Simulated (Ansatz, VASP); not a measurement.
Two plane-wave programs on In8H

```xyz
9
Lattice="-3.8699 3.8467 3.8699 3.8699 -3.8467 3.8699 3.8699 3.8467 -3.8699" Properties=species:S:1:pos:R:3 pbc="T T T"
In    0.1174   -0.2610    0.0000
In    1.9349    2.1844   -1.8175
In    1.9349   -2.0879    2.1401
In    3.7524   -0.2610    0.0000
In   -1.9349    1.7588    1.7298
In   -0.2052    4.0113    0.0000
In    0.2052    0.1646    3.8699
In    1.9349    2.1844    1.8175
H     1.9349    0.9617    0.0000
```

Alike in both runs: functional PBE; k mesh 6 × 6 × 6; occupations gaussian, width 0.1 eV; no spin polarisation.

Ansatz relaxed the structure, and its values are those at the end. VASP's run is a single point on that final structure, the one shown.

|  | VASP | Ansatz |
| --- | --- | --- |
| version | VASP 6.6.1 | Ansatz 0.2.0 |
| potentials or method | VASP PAW PBE potentials, release 64 (In_d, H), cutoff 520 eV | scalar-relativistic, plane waves, PAW |
| valence electrons in the cell | 105 | 105 |

```csv
,VASP,Ansatz,Ansatz less VASP
gap on the k mesh at the Fermi level (eV),none,none,-
pressure (GPa),0.0,0.0,+0.04
rms of the force components (eV/Å),0.011,0.010,-0.0001
```

A gap of «none» marks a metal or a gap that the smearing closes. With one functional, cell and mesh, what is left measures potentials, basis and numerics.
